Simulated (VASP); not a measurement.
# MgSi24C23 (a cell with a defect) (Moissanite) in VASP: a series of runs, part 2 of 2

VASP 6.6.1. Earlier steps stand in the parts before.

## 3. Single point, PBE

File INCAR:

```
SYSTEM = MgSi24C23
PREC     = Accurate       ! precision mode
ENCUT    = 520            ! plane-wave cutoff, eV
EDIFF    = 1E-7           ! SCF threshold, eV
ISMEAR   = -1             ! smearing method
SIGMA    = 0.01           ! smearing width, eV
LREAL    = Auto         
LASPH    = .True.         ! aspherical terms in the spheres
NELM     = 100            ! most SCF steps
ALGO     = Normal         ! electronic algorithm
ISIF     = 2              ! what is computed and relaxed
LWAVE    = .False.        ! write WAVECAR
LCHARG   = .False.        ! write CHGCAR
GGA      = PE             ! functional
NBANDS   = 125            ! bands
NELECT   = 192.0
```

File KPOINTS:

```
regular mesh
0
Gamma
  4 3 2
  0 0 0
```

File POSCAR:

```
MgSi24C23
1.0
    6.1520000000      0.0000000000      0.0000000000
   -4.6140000000      7.9916824260      0.0000000000
    0.0000000000      0.0000000000     10.0960000000
Si Mg C
24 1 23
Direct
    0.1563600040      0.2099283592     -0.0135914890
    0.1592446974      0.2130582111      0.4959308727
    0.1635456527      0.5489057942      0.0012092555
    0.1568247935      0.5509763665      0.5062168652
    0.1654879257      0.8858618525      0.0014241685
    0.1649436627      0.8845865379      0.5068344445
    0.6608236880      0.2146511236      0.0028506167
    0.6611396674      0.2153991411      0.5033887150
    0.6612714395      0.5499857419      0.0010230682
    0.6706065013      0.5521182049      0.5061131180
    0.6649535541      0.8874843645     -0.0006253961
    0.6586482087      0.8811230591      0.5031469637
    0.3279829612      0.1038806673      0.2575170620
    0.3311201842      0.1061498187      0.7480189000
    0.4302462629      0.5728616805      0.2941396796
    0.3300975810      0.4401204315      0.7482133867
    0.3373392119      0.7807133711      0.2515871256
    0.3291324092      0.7728659305      0.7538888232
    0.8299438868      0.1065855381      0.2567130130
    0.8267377009      0.1055805724      0.7460926199
    0.8282666712      0.4373103034      0.2507850524
    0.8289585256      0.4387653807      0.7542164540
    0.8370575265      0.7829151327      0.2514897892
    0.8299542437      0.7731541315      0.7536512439
    0.2407856202      0.3183012509      0.1984692177
    0.1628724895      0.2174865565      0.6852637799
    0.1593275309      0.5499386918      0.1872680658
    0.1601850538      0.5512327179      0.6907629715
    0.1675890710      0.8878043337      0.1871913273
    0.1615152665      0.8823449825      0.6918929768
    0.6611863279      0.2167363892      0.1900256756
    0.6645786142      0.2202922071      0.6881587103
    0.6692727679      0.5525713544      0.1873098405
    0.6667759998      0.5515149764      0.6907721684
    0.6694549863      0.8923620188      0.1835117795
    0.6602825379      0.8805793590      0.6892551914
    0.3324301210      0.1025726901      0.4459592695
    0.3329456128      0.1030405435      0.9313156567
    0.3314078528      0.4416618297      0.4449119194
    0.3322473215      0.4422850971      0.9320952830
    0.3248522641      0.7730510114      0.4409788594
    0.3286813508      0.7714084864      0.9398791061
    0.8192122196      0.1013337563      0.4454896552
    0.8211207383      0.1036179276      0.9289637367
    0.8281059497      0.4376147173      0.4389856931
    0.8288819165      0.4385364324      0.9404107337
    0.8355974546      0.7755449759      0.4411099177
    0.8300039723      0.7731859793      0.9397841125
```

Potentials or basis: VASP PAW PBE potentials, release 64 (Si, Mg, C).

Command:

```
cat potpaw_PBE.64/Si/POTCAR potpaw_PBE.64/Mg/POTCAR potpaw_PBE.64/C/POTCAR > POTCAR
mpirun -np 1 vasp_std > vasp.out
```

OUTCAR:

```text
SYSTEM = MgSi24C23
   PREC = Accurate
   ENCUT = 520
   EDIFF = 1E-7
   ISMEAR = -1
   LREAL = Auto
   LASPH = .True.
   NELM = 100
   ISIF = 2
   GGA = PE
   NELECT = 192.0

 ion  position               nearest neighbor table
   1  0.156  0.210  0.986-  44 1.88  38 1.88  40 1.94  25 2.31  14 2.98  20 3.00  11 3.00   5 3.02
                            16 3.03   7 3.08   7 3.09   3 3.11   9 3.13
   2  0.159  0.213  0.496-  37 1.87  43 1.88  39 1.90  26 1.91  19 2.99  13 2.99   6 3.05  12 3.07
                             8 3.08   8 3.08  20 3.09  14 3.10  25 3.12  16 3.13   4 3.13  10 3.14
   3  0.164  0.549  0.001-  27 1.88  42 1.88  40 1.88  46 1.89   9 3.06  22 3.07  18 3.07  21 3.09
[... 1905 lines left out ...]
  in kB      157.8509028    168.1460026    204.4704728     -2.8851318      3.5012741     -0.2952518
  external PRESSURE =     176.8224594 kB  Pullay stress =       0.0000000 kB

 VOLUME and BASIS-vectors are now :
 -----------------------------------------------------------------------------
  energy-cutoff  :      520.00
  volume of cell :      496.37
      direct lattice vectors                 reciprocal lattice vectors
     6.152000000  0.000000000  0.000000000     0.162548765  0.093847573  0.000000000
    -4.614000000  7.991682426  0.000000000     0.000000000  0.125130097  0.000000000
     0.000000000  0.000000000 10.096000000     0.000000000  0.000000000  0.099049128

 POSITION                                       TOTAL-FORCE (eV/Angst)
 -----------------------------------------------------------------------------------
     -0.00668      1.67768      9.95878        -0.001543     -0.009323     -0.021015
     -0.00338      1.70269      5.00692         0.001501      0.000384      0.006054
     -1.52652      4.38668      0.01221         0.007740     -0.002917     -0.004777
     -1.57742      4.40323      5.11077        -0.005764      0.005874     -0.006360
     -3.06928      7.07953      0.01438        -0.002570      0.010826     -0.000962
     -3.06675      7.06933      5.11700         0.011250      0.000933     -0.004802
[... 40 lines left out ...]
      1.56223      6.19791      4.45345         0.007564      0.001004     -0.008416
      1.53870      6.17906      9.48806         0.006224      0.001230     -0.003485
 -----------------------------------------------------------------------------------
    total drift:                                0.038546      0.011105     -0.019979

  FREE ENERGIE OF THE ION-ELECTRON SYSTEM (eV)
  ---------------------------------------------------
  free  energy   TOTEN  =      -323.5677332184 eV

  energy  without entropy=     -323.5676693775  energy(sigma->0) =     -323.56770130
```

OSZICAR:

```text
N       E                     dE             d eps       ncg     rms          rms(c)
DAV:   1     0.647815429209E+03    0.64782E+03   -0.88141E+04  3500   0.139E+03
DAV:   2    -0.297870026715E+03   -0.94569E+03   -0.89573E+03  4362   0.244E+02
DAV:   3    -0.365253001332E+03   -0.67383E+02   -0.66512E+02  4200   0.621E+01
DAV:   4    -0.366991860862E+03   -0.17389E+01   -0.17281E+01  4256   0.106E+01
DAV:   5    -0.367038583165E+03   -0.46722E-01   -0.46652E-01  4184   0.169E+00    0.430E+01
DAV:   6    -0.324776513255E+03    0.42262E+02   -0.14243E+02  4048   0.241E+01    0.192E+01
DAV:   7    -0.323792437329E+03    0.98408E+00   -0.12204E+01  4440   0.753E+00    0.845E+00
DAV:   8    -0.323582601243E+03    0.20984E+00   -0.92533E-01  4136   0.233E+00    0.256E+00
DAV:   9    -0.323565296454E+03    0.17305E-01   -0.10549E-01  4144   0.917E-01    0.494E-01
DAV:  10    -0.323566727283E+03   -0.14308E-02   -0.28048E-02  4160   0.423E-01    0.275E-01
DAV:  11    -0.323567400636E+03   -0.67335E-03   -0.33680E-03  4120   0.166E-01    0.138E-01
DAV:  12    -0.323567693288E+03   -0.29265E-03   -0.78030E-04  3936   0.783E-02    0.563E-02
DAV:  13    -0.323567728318E+03   -0.35030E-04   -0.11403E-04  3976   0.288E-02    0.123E-02
DAV:  14    -0.323567730832E+03   -0.25146E-05   -0.83685E-06  4184   0.852E-03    0.663E-03
DAV:  15    -0.323567732549E+03   -0.17172E-05   -0.30990E-06  4328   0.476E-03    0.320E-03
DAV:  16    -0.323567733122E+03   -0.57308E-06   -0.28564E-07  3088   0.169E-03    0.123E-03
DAV:  17    -0.323567733218E+03   -0.95864E-07   -0.12349E-07  2296   0.964E-04
   1 F= -.32356773E+03 E0= -.32356770E+03  d E =-.638408E-04
```

stdout:

```text
POSCAR found type information on POSCAR SiMgC
 POSCAR found :  3 types and      48 ions
 scaLAPACK will be used
 LDA part: xc-table for (Slater+PW92), standard interpolation
 POSCAR, INCAR and KPOINTS ok, starting setup
 FFT: planning ... GRIDC
 FFT: planning ... GRID_SOFT
 FFT: planning ... GRID
 WAVECAR not read
 entering main loop
 the old and the new charge density differ
 old charge density:   190.00000 new  192.00000
    0.430E+01
```

Run time: 30 min. Hardware: 1 thread of Intel Xeon Platinum 8259CL at 2.50GHz (Skylake/Cascade Lake), shared host; peak memory 0.89 GiB.

What came out:

- Free energy: -323.5677 eV
- Largest force: 0.062 eV/Å

Forces on the atoms (eV/Å):
```
Si  -0.002 -0.009 -0.021
Si   0.002  0.000  0.006
Si   0.008 -0.003 -0.005
Si  -0.006  0.006 -0.006
Si  -0.003  0.011 -0.001
Si   0.011  0.001 -0.005
Si  -0.003 -0.011 -0.004
Si  -0.002 -0.003 -0.001
Si  -0.011  0.001 -0.001
Si   0.006 -0.004 -0.006
Si   0.001  0.006  0.000
Si  -0.012  0.002 -0.003
Si   0.006 -0.020  0.008
Si  -0.002  0.002  0.007
Si  -0.008  0.050  0.036
Si  -0.002 -0.005  0.008
Si  -0.003  0.007  0.005
Si  -0.003 -0.004 -0.003
Si  -0.004 -0.015  0.007
Si   0.002  0.007  0.008
Si   0.001  0.001  0.010
Si   0.004  0.001 -0.002
Si  -0.016  0.003 -0.003
Si   0.003  0.000  0.002
Mg   0.004  0.014 -0.012
C    0.004 -0.002  0.004
C    0.005 -0.001 -0.004
C    0.001  0.003  0.000
C   -0.003 -0.003  0.006
C    0.005 -0.002 -0.009
C    0.002 -0.006 -0.001
C    0.004 -0.002 -0.003
C   -0.005 -0.008 -0.001
C   -0.001 -0.003  0.004
C   -0.001 -0.007  0.007
C    0.005  0.006 -0.005
C    0.006 -0.004  0.009
C   -0.003 -0.002 -0.002
C    0.003 -0.008  0.000
C   -0.002 -0.001  0.026
C    0.007 -0.004 -0.011
C    0.004  0.000 -0.013
C   -0.008 -0.002  0.009
C   -0.005 -0.008 -0.004
C   -0.004  0.002 -0.015
C    0.003  0.010 -0.009
C    0.008  0.001 -0.008
C    0.006  0.001 -0.003
```

Caveat: the cell carries a net charge on a neutralising background, which shifts energy and pressure; the cell is charged against a uniform background, so pressure and absolute levels hang on convention.
